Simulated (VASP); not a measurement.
# AlN (I4/mmm) in VASP: notebook, part 2 of 2

VASP 6.6.1. Earlier steps stand in the parts before.

### Step 3. Single point, r2SCAN (strain -0.0750 x Voigt [0, 0, 1, 0, 0, 0])

The input, POSCAR:

```
AlN
1.0
    0.0000000000      2.0345180000      1.8819291500
    2.0345180000      0.0000000000      1.8819291500
    2.0345180000      2.0345180000      0.0000000000
Al N
1 1
Direct
    0.5000000000      0.5000000000      0.5000000000
    0.0000000000      0.0000000000      0.0000000000
```

The input, INCAR.step1:

```
SYSTEM = AlN
ALGO = Normal ; EDIFF = 1E-4
ENCUT = 520 ; GGA = PE
ISMEAR = 0 ; LASPH = .TRUE.
LCHARG = .FALSE. ; LREAL = .FALSE.
LWAVE = .TRUE. ; NBANDS = 11
NELM = 100 ; PREC = Accurate
SIGMA = 0.05
```

The input, INCAR.step2:

```
SYSTEM = AlN
ALGO = Normal ; EDIFF = 1E-6
ENCUT = 520 ; ISIF = 2
ISMEAR = 0 ; ISTART = 1
LASPH = .TRUE. ; LCHARG = .TRUE.
LELF = .TRUE. ; LMIXTAU = .TRUE.
LREAL = .FALSE. ; LVHAR = .TRUE.
LWAVE = .FALSE. ; METAGGA = R2SCAN
NBANDS = 11 ; NELM = 100
PREC = Accurate ; SIGMA = 0.05
```

The input, KPOINTS:

```
k-points
0
G
  10 10 10
  0 0 0
```

Potentials or basis: VASP PAW PBE potentials, release 64 (Al, N).

Run with:

```console
$ cat potpaw_PBE.64/Al/POTCAR potpaw_PBE.64/N/POTCAR > POTCAR
$ cp INCAR.step1 INCAR
$ mpirun -np 1 vasp_std > vasp.out
$ cp INCAR.step2 INCAR
$ mpirun -np 1 vasp_std > vasp.out
```

OUTCAR:

```text
SYSTEM = AlN
   EDIFF = 1E-6
   ENCUT = 520
   ISIF = 2
   ISMEAR = 0
   ISTART = 1
   LASPH = .TRUE.
   LREAL = .FALSE.
   METAGGA = R2SCAN
   NELM = 100
   PREC = Accurate

 ion  position               nearest neighbor table
   1  0.500  0.500  0.500-   2 1.88   2 1.88   2 2.03   2 2.03   2 2.03   2 2.03
   2  0.000  0.000  0.000-   1 1.88   1 1.88   1 2.03   1 2.03   1 2.03   1 2.03

  LATTYP: Found a body centered tetragonal cell.
 ALAT       =     2.8772429485
 C/A-ratio  =     1.3081475452

  Lattice vectors:

 A1 = (   0.0000000000,  -2.0345180000,  -1.8819291500)
 A2 = (   0.0000000000,   2.0345180000,  -1.8819291500)
[... 515 lines left out ...]
      8      27.4875      0.00000
      9      28.6500      0.00000
     10      33.6459      0.00000
     11      38.2211      0.00000

 [... further k-points ...]
[... 5 lines left out ...]
  --------------------------------------------------------------------------------------
  -------------------------------------------------------------------------------------
  Total        0.7610330      0.7610330      4.2477878      0.0000000     -0.0000000     -0.0000000
  in kB       78.2632255     78.2632255    436.8346272      0.0000000     -0.0000000     -0.0000000
  external PRESSURE =     197.7870261 kB  Pullay stress =       0.0000000 kB

 VOLUME and BASIS-vectors are now :
 -----------------------------------------------------------------------------
  energy-cutoff  :      520.00
  volume of cell :       15.58
      direct lattice vectors                 reciprocal lattice vectors
     0.000000000  2.034518000  1.881929150    -0.245758455  0.245758455  0.265684816
     2.034518000  0.000000000  1.881929150     0.245758455 -0.245758455  0.265684816
     2.034518000  2.034518000  0.000000000     0.245758455  0.245758455 -0.265684816

 POSITION                                       TOTAL-FORCE (eV/Angst)
 -----------------------------------------------------------------------------------
      2.03452      2.03452      1.88193         0.000000      0.000000      0.000000
      0.00000      0.00000      0.00000        -0.000000     -0.000000     -0.000000
 -----------------------------------------------------------------------------------
    total drift:                                0.000000     -0.000000     -0.000000

  FREE ENERGIE OF THE ION-ELECTRON SYSTEM (eV)
  ---------------------------------------------------
  free  energy   TOTEN  =       -18.7696376398 eV

  energy  without entropy=      -18.7696376398  energy(sigma->0) =      -18.76963764
```

OUTCAR.step1:

```text
SYSTEM = AlN
   EDIFF = 1E-4
   ENCUT = 520
   GGA = PE
   ISMEAR = 0
   LASPH = .TRUE.
   LREAL = .FALSE.
[... 558 lines left out ...]
      2.03452      2.03452      1.88193         0.000000      0.000000      0.000000
      0.00000      0.00000      0.00000         0.000000      0.000000     -0.000000
 -----------------------------------------------------------------------------------
    total drift:                                0.000000     -0.000000     -0.000000

  FREE ENERGIE OF THE ION-ELECTRON SYSTEM (eV)
  ---------------------------------------------------
  free  energy   TOTEN  =       -14.3737530089 eV

  energy  without entropy=      -14.3737530089  energy(sigma->0) =      -14.37375301
```

Run time: 93 s. Hardware: 1 thread of Intel Xeon 6975P-C, shared host; peak memory 0.15 GiB.

Results:

```yaml
Free_energy: -18.7696 eV
Pressure: 19.8 GPa
Band_gap_on_the_k_mesh: 5.18 eV, indirect (least direct gap 7.09 eV)
```

Caveat: the cell differs from its parent crystal (strain -0.0750 x Voigt [0, 0, 1, 0, 0, 0]); the PAW data sets were made with another functional, which shifts forces and pressure a little. A k mesh can miss the band edges.

### Step 4. Single point, r2SCAN (strain +0.1000 x Voigt [0, 0, 1, 0, 0, 0])

The input, POSCAR:

```
AlN
1.0
    0.0000000000      2.0345180000      2.2379698000
    2.0345180000      0.0000000000      2.2379698000
    2.0345180000      2.0345180000      0.0000000000
Al N
1 1
Direct
    0.5000000000      0.5000000000      0.5000000000
    0.0000000000      0.0000000000      0.0000000000
```

The input, INCAR.step1:

```
SYSTEM = AlN
  PREC = Accurate
  ENCUT = 520
  ISMEAR = 0
  SIGMA = 0.05
  LREAL = .FALSE.
  LASPH = .TRUE.
  NELM = 80
  NBANDS = 11
  GGA = PE
  ALGO = Normal
  EDIFF = 1E-4
  LWAVE = .TRUE.
  LCHARG = .FALSE.
```

The input, INCAR.step2:

```
SYSTEM = AlN
  PREC = Accurate
  ENCUT = 520
  EDIFF = 1E-7
  ISMEAR = 0
  SIGMA = 0.05
  LREAL = .FALSE.
  LASPH = .TRUE.
  NELM = 80
  ALGO = Normal
  ISIF = 2
  LWAVE = .FALSE.
  LCHARG = .TRUE.
  METAGGA = R2SCAN
  LMIXTAU = .TRUE.
  LELF = .TRUE.
  LVHAR = .TRUE.
  NBANDS = 11
  ISTART = 1
```

The input, KPOINTS:

```
Automatic mesh
0
G
  10 10 10
  0 0 0
```

Run with:

```console
$ cat potpaw_PBE.64/Al/POTCAR potpaw_PBE.64/N/POTCAR > POTCAR
$ cp INCAR.step1 INCAR
$ mpirun -np 1 vasp_std > vasp.out
$ cp INCAR.step2 INCAR
$ mpirun -np 1 vasp_std > vasp.out
```

It took 91 s on 1 thread of Intel Xeon 6975P-C, shared host; peak memory 0.15 GiB.

It converged, with:

```
Free energy            : -18.6710 eV
Pressure               : -23.4 GPa
Band gap on the k mesh : 3.86 eV, indirect (least direct gap 4.43 eV)
```

Stress tensor (GPa, compression positive):
```
-20.45   0.00   0.00
  0.00 -20.45   0.00
  0.00   0.00 -29.25
```

Levels at points of the mesh, in eV from the valence-band top:
```csv
k point,band 1,band 2,band 3,band 4,band 5,band 6,band 7,band 8,band 9
"(0.00, 0.00, 0.00)",-17.79,-0.59,-0.59,0.00,4.43,11.42,12.68,12.68,15.66
"(0.50, 0.00, 0.00)",-14.99,-8.10,-1.54,-1.18,5.57,10.10,11.68,12.37,16.00
"(0.50, 0.50, 0.00)",-14.69,-7.34,-2.56,-2.56,4.71,6.36,12.74,17.28,17.28
"(0.50, 0.00, 0.50)",-13.95,-7.06,-3.77,-2.54,3.86,5.59,13.96,14.76,17.72
```

Caveat: the cell differs from its parent crystal (strain +0.1000 x Voigt [0, 0, 1, 0, 0, 0]); the PAW data sets were made with another functional, which shifts forces and pressure a little.

### Step 5. Overview

```tsv
cell	gap on the mesh (eV)	pressure (GPa)
a = 2.737, b = 2.737, c = 2.877 Å, angles 58.3, 58.3, 63.4°, 2 atoms	4.88	33.4
a = 2.771, b = 2.771, c = 2.877 Å, angles 58.7, 58.7, 62.5°, 2 atoms	5.18	19.8
a = 3.025, b = 3.025, c = 2.877 Å, angles 61.6, 61.6, 56.8°, 2 atoms	3.86	-23.4
```

Alike in all rows: task single point; level r2SCAN; potentials or basis VASP PAW PBE potentials, release 64 (Al, N); no spin polarisation; k mesh 10 × 10 × 10; cutoff (eV) 520; smearing gaussian 0.05 eV.

Caveats: the PAW data sets were made with another functional, which shifts forces and pressure a little.

Total energies depend on the potentials used, so only differences within one code and one set of settings carry meaning.
